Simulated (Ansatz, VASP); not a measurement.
# One calculation of Cu, two programs

```xyz
1
Lattice="-1.3707 1.3707 1.3073 1.3707 -1.3707 1.3073 1.3707 1.3707 -1.3073" Properties=species:S:1:pos:R:3 pbc="T T T"
Cu    0.0000    0.0000    0.0000
```

Change from the starting cell: strain -0.050 along x and y, -0.050 along z, atoms carried along.

Alike in both runs: task single point; functional PBEsol; k mesh 24 × 24 × 24; occupations gaussian, width 0.15 eV; no spin polarisation.

|  | VASP | Ansatz |
| --- | --- | --- |
| version | VASP 6.6.1 | Ansatz 0.2.0 |
| potentials or method | VASP PAW PBE potentials, release 64 (Cu), cutoff 520 eV | scalar-relativistic, plane waves, PAW |
| valence electrons in the cell | 11 | 19 |

VASP gave:

```
gap on the k mesh at the Fermi level (eV)                     : none
pressure (GPa)                                                : 35.3
traceless stress, the component that is largest in VASP (GPa) : 0.37
```

Question: Estimate Ansatz's values.

Answer: gap on the k mesh at the Fermi level (eV): none; pressure (GPa): 34.5; traceless stress, the component that is largest in VASP (GPa): 0.36.

VASP's potentials were made for PBE, not for PBEsol. A gap of «none» marks a metal or a gap that the smearing closes. Both programs put the cell under a high pressure, so it lies far from rest at this level. With one functional, cell and mesh, what is left measures potentials, basis and numerics. VASP's potentials hold 11 valence electrons a cell and Ansatz's 19, so a difference there can come from the potentials and not from the codes.
